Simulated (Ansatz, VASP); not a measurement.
Al9H: VASP beside Ansatz

INCAR

```
SYSTEM = Al9H
ALGO     = Normal         ! electronic algorithm
DIPOL    = 0.5 0.5 0.296
EDIFF    = 1E-6           ! SCF threshold, eV
ENCUT    = 520            ! plane-wave cutoff, eV
GGA      = PE             ! functional
IDIPOL   = 3            
ISIF     = 2              ! what is computed and relaxed
ISMEAR   = 0              ! smearing method
LASPH    = .True.         ! aspherical terms in the spheres
LCHARG   = .False.        ! write CHGCAR
LDIPOL   = .True.       
LREAL    = Auto         
LWAVE    = .False.        ! write WAVECAR
NBANDS   = 44             ! bands
NELM     = 80             ! most SCF steps
PREC     = Accurate       ! precision mode
SIGMA    = 0.1            ! smearing width, eV
```

File KPOINTS:

```
k-points
0
Gamma
  5 3 1
  0 0 0
```

The input POSCAR:

```
Al9H
1.0
    5.7070863106      0.0000000000      0.0000000000
   -1.4267715776      9.7014842380      0.0000000000
    0.0000000000      0.0000000000     22.7903703519
Al H
18 2
Direct
    0.2662216041      0.0648864163      0.1755127248
    0.7662216041      0.0648864163      0.1755127248
    0.3354806058      0.3419224231      0.2192029854
    0.8354806058      0.3419224231      0.2192029854
    0.1493324061      0.5973296244      0.2279410375
    0.6493324061      0.5973296244      0.2279410375
    0.4631842064      0.8527368258      0.2366790896
    0.9631842065      0.8527368258      0.2366790896
    0.0319772093      0.1277109169      0.2808262502
    0.5319772093      0.1277109169      0.2808262502
    0.0997917601      0.4042231294      0.3301071124
    0.5997917601      0.4042231294      0.3301071124
    0.4144000537      0.6596656514      0.3369822081
    0.9144000537      0.6596656514      0.3369822081
    0.2263076916      0.9110819252      0.3449259130
    0.7263076916      0.9110819252      0.3449259130
    0.2962427243      0.1814072004      0.3857054631
    0.7962427243      0.1814072004      0.3857054631
    0.6062643800      0.3106693943      0.4194916627
    0.6062643800      0.5385948230      0.4194916627
```

Input for Ansatz:

```yaml
crystal:
  lattice:
    - [5.7070863106, 0.0, 0.0]
    - [-1.4267715776, 9.701484238, 0.0]
    - [0.0, 0.0, 22.7903703519]
  atoms:
    - { symbol: Al, position: [0.2662216041, 0.0648864163, 0.1755127248] }
    - { symbol: Al, position: [0.7662216041, 0.0648864163, 0.1755127248] }
    - { symbol: Al, position: [0.3354806058, 0.3419224231, 0.2192029854] }
    - { symbol: Al, position: [0.8354806058, 0.3419224231, 0.2192029854] }
    - { symbol: Al, position: [0.1493324061, 0.5973296244, 0.2279410375] }
    - { symbol: Al, position: [0.6493324061, 0.5973296244, 0.2279410375] }
    - { symbol: Al, position: [0.4631842064, 0.8527368258, 0.2366790896] }
    - { symbol: Al, position: [0.9631842065, 0.8527368258, 0.2366790896] }
    - { symbol: Al, position: [0.0319772093, 0.1277109169, 0.2808262502] }
    - { symbol: Al, position: [0.5319772093, 0.1277109169, 0.2808262502] }
    - { symbol: Al, position: [0.0997917601, 0.4042231294, 0.3301071124] }
    - { symbol: Al, position: [0.5997917601, 0.4042231294, 0.3301071124] }
    - { symbol: Al, position: [0.4144000537, 0.6596656514, 0.3369822081] }
    - { symbol: Al, position: [0.9144000537, 0.6596656514, 0.3369822081] }
    - { symbol: Al, position: [0.2263076916, 0.9110819252, 0.344925913] }
    - { symbol: Al, position: [0.7263076916, 0.9110819252, 0.344925913] }
    - { symbol: Al, position: [0.2962427243, 0.1814072004, 0.3857054631] }
    - { symbol: Al, position: [0.7962427243, 0.1814072004, 0.3857054631] }
    - { symbol: H, position: [0.60626438, 0.3106693943, 0.4194916627] }
    - { symbol: H, position: [0.60626438, 0.538594823, 0.4194916627] }
basis:
  ecutwfc: 420
kpoints:
  mp_grid: { grid: [5, 3, 1] }
hamiltonian:
  xc: pbe
  pseudopotentials: { kind: paw, azcp: { folder: soft_1 } }
scf:
  occupations: { method: gaussian, width: 0.1 }
output:
  forces: true
  eigenvalues: true
efield:
  axis: 3
  dipole_correction: true
  ramp_width: 0.04
```

Alike in both runs: task single point; functional PBE; k mesh 5 × 3 × 1; occupations gaussian, width 0.1 eV; no spin polarisation.

|  | VASP | Ansatz |
| --- | --- | --- |
| version | VASP 6.6.1 | Ansatz 0.2.0 |
| potentials or method | VASP PAW PBE potentials, release 64 (Al, H), cutoff 520 eV | scalar-relativistic, plane waves, PAW |
| valence electrons in the cell | 56 | 56 |

|  | VASP | Ansatz | Ansatz less VASP |
| --- | --- | --- | --- |
| gap on the k mesh at the Fermi level (eV) | none | none | - |
| rms of the force components (eV/Å) | 0.259 | 0.259 | 0.0000 |

Atom by atom the forces differ by 0.001 eV/Å (rms over components). A gap of «none» marks a metal or a gap that the smearing closes. With one functional, cell and mesh, what is left measures potentials, basis and numerics.
